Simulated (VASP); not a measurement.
# Pd (Fm-3m) in VASP: a series of runs

The runs below take Pd through single point, with PBEsol.

Everything below comes from runs of VASP 6.6.1. Logs are shortened: lines on timing, memory, paths and dates and some standing lists are left out, and cuts for length are marked.

### 1 The cell of the first run

Symmetry: Fm-3m, No. 225, cubic system. Conventional cell: a = 3.917 Å, b = 3.917 Å, c = 3.917 Å, α = 90.00°, β = 90.00°, γ = 90.00°. Pd (site symmetry m-3m) has 12 Pd at 2.77 Å within 3.7 Å.

### 2 Single point, PBEsol

Contents of INCAR:

```
  PREC = Accurate
  ENCUT = 520
  EDIFF = 1E-6
  ISMEAR = 0
  SIGMA = 0.1
  LREAL = False
  LASPH = True
  NELM = 80
  ALGO = Fast
  ISIF = 2
  LWAVE = False
  LCHARG = False
  GGA = PS
  NBANDS = 11
```

Contents of KPOINTS:

```
regular mesh
0
Gamma
  8 8 8
```

Contents of POSCAR:

```
Pd
1.0
    0.0000000000      1.9586507900      1.9586507900
    1.9586507900      0.0000000000      1.9586507900
    1.9586507900      1.9586507900      0.0000000000
Pd
1
Direct
    0.0000000000      0.0000000000      0.0000000000
```

Potentials or basis: VASP PAW PBE potentials, release 64 (Pd).

Command:

```bash
$ cat potpaw_PBE.64/Pd/POTCAR > POTCAR
$ mpirun -np 1 vasp_std > vasp.out
```

OUTCAR:

```text
PREC = Accurate
   ENCUT = 520
   EDIFF = 1E-6
   ISMEAR = 0
   LREAL = False
   LASPH = True
   NELM = 80
   ISIF = 2
   GGA = PS

 ion  position               nearest neighbor table
   1  0.000  0.000  0.000-

  LATTYP: Found a face centered cubic cell.
 ALAT       =     3.9173015800

  Lattice vectors:

 A1 = (   0.0000000000,   1.9586507900,   1.9586507900)
 A2 = (   1.9586507900,   0.0000000000,   1.9586507900)
 A3 = (   1.9586507900,   1.9586507900,   0.0000000000)

Analysis of symmetry for initial positions (statically):
=====================================================================
 Subroutine PRICEL returns:
 Original cell was already a primitive cell.

 Routine SETGRP: Setting up the symmetry group for a
 face centered cubic supercell.

 Subroutine GETGRP returns: Found 48 space group operations
 (whereof 48 operations were pure point group operations)
 out of a pool of 48 trial point group operations.

The static configuration has the point symmetry O_h .

Analysis of symmetry for dynamics (positions and initial velocities):
=====================================================================
 Subroutine PRICEL returns:
 Original cell was already a primitive cell.

 Routine SETGRP: Setting up the symmetry group for a
 face centered cubic supercell.

 Subroutine GETGRP returns: Found 48 space group operations
 (whereof 48 operations were pure point group operations)
 out of a pool of 48 trial point group operations.

The dynamic configuration has the point symmetry O_h .

 Subroutine INISYM returns: Found 48 space group operations
 (whereof 48 operations are pure point group operations),
 and found     1 'primitive' translations

----------------------------------------------------------------------------------------

                                     Primitive cell

  volume of cell :      15.0280

  direct lattice vectors                    reciprocal lattice vectors
     0.000000000  1.958650790  1.958650790    -0.255277767  0.255277767  0.255277767
     1.958650790  0.000000000  1.958650790     0.255277767 -0.255277767  0.255277767
     1.958650790  1.958650790  0.000000000     0.255277767  0.255277767 -0.255277767

  length of vectors
     2.769950511  2.769950511  2.769950511     0.442154062  0.442154062  0.442154062

  position of ions in fractional coordinates (direct lattice)
     0.000000000  0.000000000  0.000000000

  ion indices of the primitive-cell ions
   primitive index   ion index
                 1           1

----------------------------------------------------------------------------------------

 KPOINTS: regular mesh

Automatic generation of k-mesh.
 Grid dimensions read from file:
 generate k-points for:    8    8    8

 Generating k-lattice:

  Cartesian coordinates                     Fractional coordinates (reciprocal lattice)
    -0.031909721  0.031909721  0.031909721     0.125000000  0.000000000  0.000000000
     0.031909721 -0.031909721  0.031909721     0.000000000  0.125000000  0.000000000
     0.031909721  0.031909721 -0.031909721     0.000000000  0.000000000  0.125000000

  Length of vectors
     0.055269258  0.055269258  0.055269258

  Shift w.r.t. Gamma in fractional coordinates (k-lattice)
     0.000000000  0.000000000  0.000000000

 Subroutine IBZKPT returns following result:
 ===========================================

 Found     29 irreducible k-points:

 Following reciprocal coordinates:
            Coordinates               Weight
  0.000000  0.000000  0.000000      1.000000
  0.125000  0.000000  0.000000      8.000000
  0.250000  0.000000  0.000000      8.000000
  0.375000  0.000000  0.000000      8.000000
  0.500000  0.000000  0.000000      4.000000
  0.125000  0.125000  0.000000      6.000000
[... 16 lines left out ...]
  0.500000  0.250000  0.125000     48.000000
 -0.375000  0.250000  0.125000     24.000000
 [... further k-points ...]
   k-points           NKPTS =     29   k-points in BZ     NKDIM =     29   number of bands    NBANDS=     11
   number of dos      NEDOS =    301   number of ions     NIONS =      1
   total plane-waves  NPLWV =  13824
   dimension x,y,z NGX =    24 NGY =   24 NGZ =   24
   dimension x,y,z NGXF=    48 NGYF=   48 NGZF=   48
   ions per type =               1
   NGX,Y,Z   is equivalent  to a cutoff of  14.40, 14.40, 14.40 a.u.
   NGXF,Y,Z  is equivalent  to a cutoff of  28.81, 28.81, 28.81 a.u.
 SYSTEM =  unknown system
   PREC   = accura    normal or accurate (medium, high low for compatibility)
   ISTART =      0    job   : 0-new  1-cont  2-samecut
   ICHARG =      2    charge: 1-file 2-atom 10-const
   ISPIN  =      1    spin polarized calculation?
   LNONCOLLINEAR =      F non collinear calculations
   LSORBIT =      F    spin-orbit coupling
   LASPH  =      T    aspherical Exc in radial PAW
   ENCUT  =  520.0 eV  38.22 Ry    6.18 a.u.   5.15  5.15  5.15*2*pi/ulx,y,z
   NELM   =     80;   NELMIN=  2; NELMDL= -5     # of ELM steps
   EDIFF  = 0.1E-05   stopping-criterion for ELM
   LREAL  =      F    real-space projection
   EDIFFG = 0.1E-04   stopping-criterion for IOM
   NSW    =      0    number of steps for IOM
   IBRION =     -1    ionic relax: 0-MD 1-quasi-New 2-CG
   NFREE  =      0    steps in history (QN), initial steepest desc. (CG)
   ISIF   =      2    stress and relaxation
   ISYM   =      2    0-nonsym 1-usesym 2-fastsym
   POTIM  = 0.5000    time-step for ionic-motion
   TEBEG  =    0.0;   TEEND  =   0.0 temperature during run
   PSTRESS=    0.0 pullay stress
   NELECT =      10.0000    total number of electrons
   NUPDOWN=      -1.0000    fix difference up-down
   EMIN   =  10.00;   EMAX   =-10.00  energy-range for DOS
   EFERMI =   0.00;   METHOD = LEGACY
   ISMEAR =     0;   SIGMA  =   0.10  broadening in eV -4-tet -1-fermi 0-gaus
   EFERMI_NEDOS =   21; number of points for ismear=-14 and -15
   IALGO  =     68    algorithm
   IMIX   =      4    mixing-type and parameters
     AMIX     =   0.40;   BMIX     =  1.00
     AMIX_MAG =   1.60;   BMIX_MAG =  1.00
  volume/ion in A,a.u.               =      15.03       101.41
  Fermi-wavevector in a.u.,A,eV,Ry     =   1.429249  2.700889 27.793328  2.042752
  Thomas-Fermi vector in A             =   2.549223
   LORBIT       =      0    0 simple, 1 ext, 2 COOP (PROOUT), +10 PAW based schemes
   GGA     = PS    functional components
   LHFCALC =     F    Hartree Fock is set to
   AEXX    =    0.0000 exact exchange contribution
   IVDW    =     0    specifies the selected vdW correction
   LEPSILON=     F    determine dielectric tensor
   LRPA    =     F    only Hartree local field effects (RPA)
 non-spin polarized calculation
 RMM-DIIS sequential band-by-band and
 Gauss-broadening in eV      SIGMA  =   0.10
  energy-cutoff  :      520.00
  volume of cell :       15.03
 maximum number of plane-waves:       415
 NGX is ok and might be reduce to    24
   NGX = 11   NGY = 11   NGZ = 11

 number of electron      10.0000000 magnetization

 number of electron       9.9999999 magnetization

 Free energy of the ion-electron system (eV)
  ---------------------------------------------------
  ext. energy  EPLUGINS =         0.00000000
  ---------------------------------------------------
  free energy    TOTEN  =        -5.93354653 eV

  energy without entropy =       -5.92129294  energy(sigma->0) =       -5.92741973

 E-fermi :   9.4123     XC(G=0): -13.2586

 val. band max:        9.3672616054   @ k =  -0.3750   0.3750   0.1250
 cond. band min:       9.4144949085   @ k =   0.5000   0.2500   0.0000
 fundamental gap:      0.0472333031
 Fermi energy:         9.4123218607

 k-point     1 :       0.0000    0.0000    0.0000
  band No.  band energies     occupation
      1       2.2129      2.00000
      2       6.5732      2.00000
      3       6.5732      2.00000
      4       6.5732      2.00000
      5       8.1531      2.00000
      6       8.1531      2.00000
      7      26.4255      0.00000
      8      31.0826      0.00000
      9      31.0826      0.00000
     10      31.0826      0.00000
     11      36.2457      0.00000

 k-point     2 :       0.1250    0.0000    0.0000
  band No.  band energies     occupation
      1       2.7528      2.00000
      2       6.4063      2.00000
      3       6.7418      2.00000
      4       6.7418      2.00000
      5       8.0881      2.00000
      6       8.0881      2.00000
      7      26.8190      0.00000
      8      28.4034      0.00000
      9      31.6730      0.00000
     10      31.6730      0.00000
     11      36.1575      0.00000

 k-point     3 :       0.2500    0.0000    0.0000
  band No.  band energies     occupation
      1       3.9030      2.00000
      2       6.5129      2.00000
      3       6.8604      2.00000
      4       6.8604      2.00000
      5       8.2995      2.00000
      6       8.2995      2.00000
      7      23.6183      0.00000
      8      27.4312      0.00000
      9      32.6261      0.00000
     10      32.6261      0.00000
     11      35.0481      0.00000

 k-point     4 :       0.3750    0.0000    0.0000
  band No.  band energies     occupation
      1       4.2063      2.00000
      2       6.6492      2.00000
      3       6.6492      2.00000
      4       8.4139      2.00000
      5       8.9703      2.00000
      6       8.9703      2.00000
      7      19.0989      0.00000
      8      26.3136      0.00000
      9      31.1377      0.00000
     10      31.1377      0.00000
     11      35.7416      0.00000
[... 239 lines left out ...]
 k-point    22 :       0.3750    0.2500    0.1250
  band No.  band energies     occupation
      1       4.8968      2.00000
      2       5.5754      2.00000
      3       6.6152      2.00000
      4       7.8274      2.00000
      5       8.0074      2.00000
      6       9.6046      0.00654
      7      24.1620      0.00000
      8      24.9402      0.00000
      9      28.4254      0.00000
     10      31.1063      0.00000
     11      34.6462      0.00000

 k-point    23 :       0.5000    0.2500    0.1250
  band No.  band energies     occupation
      1       5.1114      2.00000
      2       5.9860      2.00000
      3       6.3698      2.00000
      4       7.6475      2.00000
      5       8.8361      2.00000
      6      11.7277      0.00000
      7      19.8105      0.00000
      8      24.2220      0.00000
      9      26.4161      0.00000
     10      31.1701      0.00000
     11      34.8602      0.00000

 k-point    24 :      -0.3750    0.2500    0.1250
  band No.  band energies     occupation
      1       5.0564      2.00000
      2       5.7987      2.00000
      3       6.9438      2.00000
      4       7.4232      2.00000
      5       9.1948      1.99790
      6      14.0646      0.00000
      7      16.5111      0.00000
      8      24.7794      0.00000
      9      25.0206      0.00000
     10      30.2683      0.00000
     11      35.8857      0.00000

 [... further k-points ...]

------------------------ aborting loop because EDIFF is reached ----------------------------------------

  FORCE on cell =-STRESS in cart. coord.  units (eV):
  Direction    XX          YY          ZZ          XY          YZ          ZX
  --------------------------------------------------------------------------------------
  -------------------------------------------------------------------------------------
  Total       -0.5132532     -0.5132532     -0.5132532     -0.0000000      0.0000000     -0.0000000
  in kB      -54.7193827    -54.7193827    -54.7193827     -0.0000000      0.0000000     -0.0000000
  external PRESSURE =     -54.7193827 kB  Pullay stress =       0.0000000 kB

 VOLUME and BASIS-vectors are now :
 -----------------------------------------------------------------------------
  energy-cutoff  :      520.00
  volume of cell :       15.03
      direct lattice vectors                 reciprocal lattice vectors
     0.000000000  1.958650790  1.958650790    -0.255277767  0.255277767  0.255277767
     1.958650790  0.000000000  1.958650790     0.255277767 -0.255277767  0.255277767
     1.958650790  1.958650790  0.000000000     0.255277767  0.255277767 -0.255277767

 POSITION                                       TOTAL-FORCE (eV/Angst)
 -----------------------------------------------------------------------------------
      0.00000      0.00000      0.00000        -0.000000     -0.000000     -0.000000
 -----------------------------------------------------------------------------------
    total drift:                               -0.000000      0.000000     -0.000000

  FREE ENERGIE OF THE ION-ELECTRON SYSTEM (eV)
  ---------------------------------------------------
  free  energy   TOTEN  =        -5.9335465334 eV

  energy  without entropy=       -5.9212929359  energy(sigma->0) =       -5.92741973
```

It took 2.7 s on 1 thread of Intel Xeon 6975P-C (Granite Rapids), shared host; peak memory 0.13 GiB.

What came out:

| Property | Result |
| --- | --- |
| Free energy | -5.9335 eV |
| Pressure | -5.5 GPa |
| Band gap on the k mesh | zero (band 5 reaches 9.64 eV, above the bottom of band 6 at 8.09 eV) |

Caveat: the PAW data sets were made with another functional, which shifts forces and pressure a little.

### 3 Single point, PBEsol

This run uses another cell than the first one, of 14.56 Å³/atom, 0.969 times its volume.

Contents of INCAR:

```
SYSTEM = Pd
  PREC = Accurate
  ENCUT = 520
  EDIFF = 1E-6
  ISMEAR = 0
  SIGMA = 0.1
  LREAL = .FALSE.
  LASPH = .TRUE.
  NELM = 100
  ALGO = Normal
  ISIF = 2
  LWAVE = .FALSE.
  LCHARG = .TRUE.
  GGA = PS
  LELF = .TRUE.
  LVHAR = .TRUE.
  NBANDS = 11
```

Contents of KPOINTS:

```
regular mesh
0
G
  16 16 16
  0 0 0
```

Contents of POSCAR:

```
Pd
1.0
    0.0000000000      1.9380022094      1.9380022094
    1.9380022094      0.0000000000      1.9380022094
    1.9380022094      1.9380022094      0.0000000000
Pd
1
Direct
    0.0000000000      0.0000000000      0.0000000000
```

Potentials or basis: VASP PAW PBE potentials, release 64 (Pd).

Command:

```bash
$ cat potpaw_PBE.64/Pd/POTCAR > POTCAR
$ mpirun -np 1 vasp_std > vasp.out
```

Run time: 7.4 s. Hardware: 1 thread of Intel Xeon 6975P-C (Granite Rapids), shared host; peak memory 0.13 GiB.

Results (log left out):

| Property | Result |
| --- | --- |
| Free energy | -5.9652 eV |
| Pressure | -0.3 GPa |
| Band gap on the k mesh | zero (band 5 reaches 10.16 eV, above the bottom of band 6 at 8.54 eV) |

Levels at points of the mesh, in eV from the Fermi level:
| k point | band 3 | band 4 | band 5 | band 6 | band 7 | band 8 |
| --- | --- | --- | --- | --- | --- | --- |
| (0.00, 0.00, 0.00) | -2.93 | -2.93 | -1.27 | -1.27 | 17.10 | 21.95 |
| (0.50, 0.00, 0.00) | -2.98 | -0.03 | -0.03 | 0.86 | 7.35 | 16.46 |
| (0.50, 0.50, 0.00) | -0.06 | 0.29 | 0.29 | 3.22 | 10.83 | 13.15 |

Caveat: the PAW data sets were made with another functional, which shifts forces and pressure a little.
